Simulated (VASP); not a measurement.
# In (P6_3/mmc) in VASP: a series of runs

Runs on In. Level: r2SCAN. Tasks: single point, relaxation of cell and atoms.

All numbers are computed with VASP 6.6.1; they aren't measurements. Logs are shortened: lines on timing, memory, paths and dates and some standing lists are left out, and cuts for length are marked.

### 1 The cell of the first run

Symmetry: P6_3/mmc, No. 194, hexagonal system. The conventional cell has a = 3.347 Å, b = 3.347 Å, c = 5.449 Å, α = 90.00°, β = 90.00°, γ = 120.00°. In (site symmetry -6m2) has 12 In at 3.34 to 3.35 Å within 4.4 Å.

### 2 Single point, r2SCAN

Contents of POSCAR:

```
In
1.0
    3.3469381517      0.0000000000      0.0000000000
   -1.6734690758      2.8985334643      0.0000000000
    0.0000000000      0.0000000000      5.4485139734
In
2
Direct
    0.3333333333      0.6666666667      0.2500000000
    0.6666666667      0.3333333333      0.7500000000
```

Contents of INCAR.step1:

```
SYSTEM = In
  ALGO = Normal
  EDIFF = 1E-4
  ENCUT = 520
  GGA = PE
  ISMEAR = -1
  LASPH = .True.
  LCHARG = .False.
  LREAL = .False.
  LWAVE = .True.
  NBANDS = 20
  NELM = 80
  PREC = Accurate
  SIGMA = 0.1
```

Contents of INCAR.step2:

```
SYSTEM = In
  ALGO = Normal
  EDIFF = 1E-6
  ENCUT = 520
  ISIF = 2
  ISMEAR = -1
  ISTART = 1
  LASPH = .True.
  LCHARG = .True.
  LELF = .True.
  LMIXTAU = .True.
  LREAL = .False.
  LVHAR = .True.
  LWAVE = .False.
  METAGGA = R2SCAN
  NBANDS = 20
  NELM = 80
  PREC = Accurate
  SIGMA = 0.1
```

Contents of KPOINTS:

```
k-points
0
Gamma
  18 18 10
  0 0 0
```

Potentials or basis: VASP PAW PBE potentials, release 64 (In_d).

Run with:

```sh
$ cat potpaw_PBE.64/In_d/POTCAR > POTCAR
$ cp INCAR.step1 INCAR
$ mpirun -np 1 vasp_std > vasp.out
$ cp INCAR.step2 INCAR
$ mpirun -np 1 vasp_std > vasp.out
```

OUTCAR:

```text
SYSTEM = In
   EDIFF = 1E-6
   ENCUT = 520
   ISIF = 2
   ISMEAR = -1
   ISTART = 1
   LASPH = .True.
   LREAL = .False.
   METAGGA = R2SCAN
   NELM = 80
   PREC = Accurate

 ion  position               nearest neighbor table
   1  0.333  0.667  0.250-   2 3.34   2 3.34   2 3.34   2 3.34   2 3.34   2 3.34
   2  0.667  0.333  0.750-   1 3.34   1 3.34   1 3.34   1 3.34   1 3.34   1 3.34

  LATTYP: Found a hexagonal cell.
 ALAT       =     3.3469381517
 C/A-ratio  =     1.6279099662

  Lattice vectors:

 A1 = (   3.3469381517,   0.0000000000,   0.0000000000)
 A2 = (  -1.6734690758,   2.8985334643,   0.0000000000)
 A3 = (   0.0000000000,   0.0000000000,   5.4485139734)

Analysis of symmetry for initial positions (statically):
=====================================================================
 Subroutine PRICEL returns:
 Original cell was already a primitive cell.

 Routine SETGRP: Setting up the symmetry group for a
 hexagonal supercell.

 Subroutine GETGRP returns: Found 24 space group operations
 (whereof 12 operations were pure point group operations)
 out of a pool of 24 trial point group operations.

The static configuration has the point symmetry D_3d.
 The point group associated with its full space group is D_6h.

Analysis of symmetry for dynamics (positions and initial velocities):
=====================================================================
 Subroutine PRICEL returns:
 Original cell was already a primitive cell.

 Routine SETGRP: Setting up the symmetry group for a
 hexagonal supercell.

 Subroutine GETGRP returns: Found 24 space group operations
 (whereof 12 operations were pure point group operations)
 out of a pool of 24 trial point group operations.

The dynamic configuration has the point symmetry D_3d.
 The point group associated with its full space group is D_6h.

 Subroutine INISYM returns: Found 24 space group operations
 (whereof 12 operations are pure point group operations),
 and found     1 'primitive' translations

----------------------------------------------------------------------------------------

                                     Primitive cell

  volume of cell :      52.8572

  direct lattice vectors                    reciprocal lattice vectors
     3.346938152  0.000000000  0.000000000     0.298780543  0.172501027  0.000000000
    -1.673469076  2.898533464  0.000000000     0.000000000  0.345002054  0.000000000
     0.000000000  0.000000000  5.448513973     0.000000000  0.000000000  0.183536283

  length of vectors
     3.346938152  3.346938152  5.448513973     0.345002054  0.345002054  0.183536283

  position of ions in fractional coordinates (direct lattice)
     0.333333333  0.666666667  0.250000000
     0.666666667  0.333333333  0.750000000

  ion indices of the primitive-cell ions
   primitive index   ion index
                 1           1
                 2           2

----------------------------------------------------------------------------------------

 KPOINTS: k-points

Automatic generation of k-mesh.
 Grid dimensions read from file:
 generate k-points for:   18   18   10

 Generating k-lattice:

  Cartesian coordinates                     Fractional coordinates (reciprocal lattice)
     0.016598919  0.009583390  0.000000000     0.055555556  0.000000000  0.000000000
     0.000000000  0.019166781  0.000000000     0.000000000  0.055555556  0.000000000
     0.000000000  0.000000000  0.018353628     0.000000000  0.000000000  0.100000000

  Length of vectors
     0.019166781  0.019166781  0.018353628

  Shift w.r.t. Gamma in fractional coordinates (k-lattice)
     0.000000000  0.000000000  0.000000000

 Subroutine IBZKPT returns following result:
 ===========================================

 Found    222 irreducible k-points:

 Following reciprocal coordinates:
            Coordinates               Weight
  0.000000  0.000000  0.000000      1.000000
  0.055556  0.000000  0.000000      6.000000
  0.111111  0.000000  0.000000      6.000000
  0.166667  0.000000  0.000000      6.000000
  0.222222  0.000000  0.000000      6.000000
  0.277778  0.000000  0.000000      6.000000
[... 16 lines left out ...]
  0.333333  0.111111  0.000000     12.000000
  0.388889  0.111111  0.000000     12.000000
 [... further k-points ...]
   k-points           NKPTS =    222   k-points in BZ     NKDIM =    222   number of bands    NBANDS=     20
   number of dos      NEDOS =    301   number of ions     NIONS =      2
   total plane-waves  NPLWV =  32928
   dimension x,y,z NGX =    28 NGY =   28 NGZ =   42
   dimension x,y,z NGXF=    56 NGYF=   56 NGZF=   84
   ions per type =               2
   NGX,Y,Z   is equivalent  to a cutoff of  13.91, 13.91, 12.82 a.u.
   NGXF,Y,Z  is equivalent  to a cutoff of  27.82, 27.82, 25.63 a.u.
 SYSTEM =  In
   PREC   = accura    normal or accurate (medium, high low for compatibility)
   ISTART =      1    job   : 0-new  1-cont  2-samecut
   ICHARG =      0    charge: 1-file 2-atom 10-const
   ISPIN  =      1    spin polarized calculation?
   LNONCOLLINEAR =      F non collinear calculations
   LSORBIT =      F    spin-orbit coupling
   LASPH  =      T    aspherical Exc in radial PAW
   ENCUT  =  520.0 eV  38.22 Ry    6.18 a.u.   6.22  6.22 10.13*2*pi/ulx,y,z
   NELM   =     80;   NELMIN=  2; NELMDL=  0     # of ELM steps
   EDIFF  = 0.1E-05   stopping-criterion for ELM
   LREAL  =      F    real-space projection
   EDIFFG = 0.1E-04   stopping-criterion for IOM
   NSW    =      0    number of steps for IOM
   IBRION =     -1    ionic relax: 0-MD 1-quasi-New 2-CG
   NFREE  =      0    steps in history (QN), initial steepest desc. (CG)
   ISIF   =      2    stress and relaxation
   ISYM   =      2    0-nonsym 1-usesym 2-fastsym
   POTIM  = 0.5000    time-step for ionic-motion
   TEBEG  =    0.0;   TEEND  =   0.0 temperature during run
   PSTRESS=    0.0 pullay stress
   NELECT =      26.0000    total number of electrons
   NUPDOWN=      -1.0000    fix difference up-down
   EMIN   =  10.00;   EMAX   =-10.00  energy-range for DOS
   EFERMI =   0.00;   METHOD = LEGACY
   ISMEAR =    -1;   SIGMA  =   0.10  broadening in eV -4-tet -1-fermi 0-gaus
   EFERMI_NEDOS =   21; number of points for ismear=-14 and -15
   IALGO  =     38    algorithm
   IMIX   =      4    mixing-type and parameters
     AMIX     =   0.40;   BMIX     =  1.00
     AMIX_MAG =   1.60;   BMIX_MAG =  1.00
  volume/ion in A,a.u.               =      26.43       178.35
  Fermi-wavevector in a.u.,A,eV,Ry     =   1.292304  2.442100 22.722394  1.670049
  Thomas-Fermi vector in A             =   2.424020
   LORBIT       =      0    0 simple, 1 ext, 2 COOP (PROOUT), +10 PAW based schemes
   METAGGA = R2SCAN    functional components
   LHFCALC =     F    Hartree Fock is set to
   AEXX    =    0.0000 exact exchange contribution
   IVDW    =     0    specifies the selected vdW correction
   LEPSILON=     F    determine dielectric tensor
   LRPA    =     F    only Hartree local field effects (RPA)
 non-spin polarized calculation
  energy-cutoff  :      520.00
  volume of cell :       52.86
 maximum number of plane-waves:      1448
 NGX is ok and might be reduce to    28
   NGX = 13   NGY = 13   NGZ = 21

 number of electron      26.0000000 magnetization

 Free energy of the ion-electron system (eV)
  ---------------------------------------------------
  ext. energy  EPLUGINS =         0.00000000
  ---------------------------------------------------
  free energy    TOTEN  =       -45.13070708 eV

  energy without entropy =      -45.10038922  energy(sigma->0) =      -45.11554815

 E-fermi :   7.4054     XC(G=0): -11.0271

 val. band max:        7.3869054399   @ k =   0.3333   0.2222   0.1000
 cond. band min:       7.4119657876   @ k =   0.3889   0.1667   0.2000
 fundamental gap:      0.0250603477
 Fermi energy:         7.4053888012

 k-point     1 :       0.0000    0.0000    0.0000
  band No.  band energies     occupation
      1      -7.9189      2.00000
      2      -7.8438      2.00000
      3      -7.8172      2.00000
      4      -7.8172      2.00000
      5      -7.7870      2.00000
      6      -7.7870      2.00000
[... 12 lines left out ...]
     19      18.8639      0.00000
     20      19.2149      0.00000

 k-point     2 :       0.0556    0.0000    0.0000
  band No.  band energies     occupation
      1      -7.9143      2.00000
      2      -7.8486      2.00000
      3      -7.8096      2.00000
      4      -7.8082      2.00000
      5      -7.7867      2.00000
      6      -7.7785      2.00000
[... 12 lines left out ...]
     19      19.3934      0.00000
     20      19.5808      0.00000

 k-point     3 :       0.1111    0.0000    0.0000
  band No.  band energies     occupation
      1      -7.9082      2.00000
      2      -7.8539      2.00000
      3      -7.7967      2.00000
      4      -7.7821      2.00000
      5      -7.7784      2.00000
      6      -7.7538      2.00000
[... 12 lines left out ...]
     19      18.7062      0.00000
     20      20.1851      0.00000

 k-point     4 :       0.1667    0.0000    0.0000
  band No.  band energies     occupation
      1      -7.9204      2.00000
      2      -7.8416      2.00000
      3      -7.7972      2.00000
      4      -7.7733      2.00000
      5      -7.7597      2.00000
      6      -7.7455      2.00000
[... 12 lines left out ...]
     19      18.5222      0.00000
     20      19.8527      0.00000

 k-point     5 :       0.2222    0.0000    0.0000
  band No.  band energies     occupation
      1      -7.9469      2.00000
      2      -7.8302      2.00000
      3      -7.8050      2.00000
      4      -7.7888      2.00000
      5      -7.7775      2.00000
      6      -7.7009      2.00000
[... 12 lines left out ...]
     19      17.9856      0.00000
     20      19.6606      0.00000

 k-point     6 :       0.2778    0.0000    0.0000
  band No.  band energies     occupation
      1      -7.9768      2.00000
      2      -7.8415      2.00000
      3      -7.8383      2.00000
      4      -7.7955      2.00000
      5      -7.7609      2.00000
      6      -7.6524      2.00000
[... 12 lines left out ...]
     19      17.4031      0.00000
     20      19.2030      0.00000

 k-point     7 :       0.3333    0.0000    0.0000
  band No.  band energies     occupation
      1      -8.0049      2.00000
      2      -7.8778      2.00000
      3      -7.8519      2.00000
      4      -7.8116      2.00000
      5      -7.7310      2.00000
      6      -7.6716      2.00000
[... 12 lines left out ...]
     19      16.8960      0.00000
     20      18.7846      0.00000
[... 277 lines left out ...]
 k-point    20 :       0.1667    0.1111    0.0000
  band No.  band energies     occupation
      1      -7.9131      2.00000
      2      -7.8658      2.00000
      3      -7.8134      2.00000
      4      -7.7898      2.00000
      5      -7.7681      2.00000
      6      -7.7257      2.00000
[... 12 lines left out ...]
     19      18.0347      0.00000
     20      18.3287      0.00000

 k-point    21 :       0.2222    0.1111    0.0000
  band No.  band energies     occupation
      1      -7.9414      2.00000
      2      -7.8507      2.00000
      3      -7.8468      2.00000
      4      -7.8032      2.00000
      5      -7.7600      2.00000
      6      -7.6823      2.00000
[... 12 lines left out ...]
     19      17.3984      0.00000
     20      17.9561      0.00000

 k-point    22 :       0.2778    0.1111    0.0000
  band No.  band energies     occupation
      1      -7.9678      2.00000
      2      -7.8871      2.00000
      3      -7.8386      2.00000
      4      -7.8136      2.00000
      5      -7.7405      2.00000
      6      -7.6736      2.00000
[... 12 lines left out ...]
     19      16.9477      0.00000
     20      17.6411      0.00000

 k-point    23 :       0.3333    0.1111    0.0000
  band No.  band energies     occupation
      1      -7.9890      2.00000
      2      -7.9172      2.00000
      3      -7.8395      2.00000
      4      -7.8207      2.00000
      5      -7.7154      2.00000
      6      -7.6931      2.00000
[... 12 lines left out ...]
     19      16.6387      0.00000
     20      17.4107      0.00000

 k-point    24 :       0.3889    0.1111    0.0000
  band No.  band energies     occupation
      1      -8.0027      2.00000
      2      -7.9371      2.00000
      3      -7.8425      2.00000
      4      -7.8245      2.00000
      5      -7.7061      2.00000
      6      -7.6956      2.00000
[... 12 lines left out ...]
     19      16.4565      0.00000
     20      17.2713      0.00000

 [... further k-points ...]
[... 5 lines left out ...]
  --------------------------------------------------------------------------------------
  -------------------------------------------------------------------------------------
  Total        0.0060777      0.0060777      0.0313550      0.0000000      0.0000000      0.0000000
  in kB        0.1842228      0.1842228      0.9504163      0.0000000      0.0000000      0.0000000
  external PRESSURE =       0.4396206 kB  Pullay stress =       0.0000000 kB

 VOLUME and BASIS-vectors are now :
 -----------------------------------------------------------------------------
  energy-cutoff  :      520.00
  volume of cell :       52.86
      direct lattice vectors                 reciprocal lattice vectors
     3.346938152  0.000000000  0.000000000     0.298780543  0.172501027  0.000000000
    -1.673469076  2.898533464  0.000000000     0.000000000  0.345002054  0.000000000
     0.000000000  0.000000000  5.448513973     0.000000000  0.000000000  0.183536283

 POSITION                                       TOTAL-FORCE (eV/Angst)
 -----------------------------------------------------------------------------------
     -0.00000      1.93236      1.36213         0.000000     -0.000000      0.000000
      1.67347      0.96618      4.08639        -0.000000      0.000000      0.000000
 -----------------------------------------------------------------------------------
    total drift:                                0.000000     -0.000000      0.000000

  FREE ENERGIE OF THE ION-ELECTRON SYSTEM (eV)
  ---------------------------------------------------
  free  energy   TOTEN  =       -45.1307070836 eV

  energy  without entropy=      -45.1003892152  energy(sigma->0) =      -45.11554815
```

Wall time 6.7 min (1 thread of Intel Xeon 6975P-C (Granite Rapids), shared host); peak memory 0.31 GiB.

Results:

```yaml
Free_energy: -45.1307 eV
Pressure: 0.0 GPa
Band_gap_on_the_k_mesh: zero (band 13 reaches 11.27 eV, above the bottom of band 14 at 4.59 eV)
```

Stress tensor (GPa, compression positive):
```
0.02 0.00 0.00
0.00 0.02 0.00
0.00 0.00 0.10
```

Caveat: the PAW data sets were made with another functional, which shifts forces and pressure a little; spin-orbit coupling is left out, which moves the levels of the heavy elements.

### 3 Relaxation of cell and atoms, r2SCAN

This run uses another cell than the first one, of 26.14 Å³/atom, 0.989 times its volume.

Contents of POSCAR:

```
In
1.0
    3.3313943041      0.0000000000      0.0000000000
   -1.6656971520      2.8850720974      0.0000000000
    0.0000000000      0.0000000000      5.4401668986
In
2
Direct
    0.3333333333      0.6666666667      0.2500000000
    0.6666666667      0.3333333333      0.7500000000
```

Contents of INCAR.step1:

```
SYSTEM = In
PREC = Accurate ; ENCUT = 600
ISMEAR = -1 ; SIGMA = 0.1
LREAL = .FALSE. ; LASPH = .TRUE.
NELM = 80 ; GGA = PE
ALGO = Normal ; EDIFF = 1E-4
LWAVE = .TRUE. ; LCHARG = .FALSE.
```

Contents of INCAR.step2:

```
SYSTEM = In
PREC = Accurate ; ENCUT = 600
EDIFF = 1E-6 ; ISMEAR = -1
SIGMA = 0.1 ; LREAL = .FALSE.
LASPH = .TRUE. ; NELM = 80
ALGO = Normal ; ISIF = 3
LWAVE = .FALSE. ; LCHARG = .FALSE.
METAGGA = R2SCAN ; LMIXTAU = .TRUE.
IBRION = 2 ; NSW = 80
EDIFFG = -0.01 ; ISTART = 1
```

Contents of KPOINTS:

```
regular mesh
0
G
  11 11 6
  0 0 0
```

Potentials or basis: VASP PAW PBE potentials, release 64 (In_d).

Run with:

```sh
$ cat potpaw_PBE.64/In_d/POTCAR > POTCAR
$ cp INCAR.step1 INCAR
$ mpirun -np 1 vasp_std > vasp.out
$ cp INCAR.step2 INCAR
$ mpirun -np 1 vasp_std > vasp.out
```

Run time: 5.8 min. Hardware: 1 thread of Intel Xeon 6975P-C (Granite Rapids), shared host; peak memory 0.23 GiB.

Results (log left out):

```yaml
Free_energy: -45.1447 eV
Relaxed_volume: 26.50 Å³/atom
Relaxed_cell: a = 3.349 Å, b = 3.349 Å, c = 5.458 Å, α = 90.00°, β = 90.00°, γ = 120.00°
Space_group_after_relaxing_to_0.05_Å: P6_3/mmc (No. 194)
Energy_gained_by_relaxing: 0.6 meV/atom
Ionic_steps: 4
Pressure_after_relaxing: 0.0 GPa
Band_gap_on_the_k_mesh: zero (band 13 reaches 11.13 eV, above the bottom of band 14 at 4.69 eV)
```

Stress tensor (GPa, compression positive):
```
 0.06  0.00  0.00
 0.00  0.06  0.00
 0.00  0.00 -0.04
```

Step by step:
| step | energy change (eV) | largest force (eV/Å) | pressure (GPa) | volume (Å³) |
| --- | --- | --- | --- | --- |
| 1 | 0.0000 | 0.0000 | 0.42 | 52.29 |
| 2 | -0.0011 | 0.0000 | 0.09 | 52.80 |
| 3 | -0.0011 | 0.0000 | 0.03 | 52.87 |
| 4 | -0.0011 | 0.0000 | 0.02 | 53.00 |

Final structure:
```yaml
crystal:
  lattice:
    - [3.34863, 0.00000, 0.00000]
    - [-1.67431, 2.90000, 0.00000]
    - [0.00000, 0.00000, 5.45797]
  atoms:
    - { symbol: In, position: [0.33333, 0.66667, 0.25000] }
    - { symbol: In, position: [0.66667, 0.33333, 0.75000] }
```

Levels at points of the mesh, in eV from the Fermi level:
| k point | band 10 | band 11 | band 12 | band 13 | band 14 | band 15 | band 16 | band 17 |
| --- | --- | --- | --- | --- | --- | --- | --- | --- |
| (0.00, 0.00, 0.00) | -14.91 | -9.96 | -4.46 | -3.53 | 8.67 | 8.67 | 10.60 | 10.60 |
| (0.00, 0.00, 0.50) | -14.98 | -8.50 | -8.50 | 3.29 | 3.29 | 9.77 | 9.77 | 9.77 |

Caveat: the PAW data sets were made with another functional, which shifts forces and pressure a little; spin-orbit coupling is left out, which moves the levels of the heavy elements.
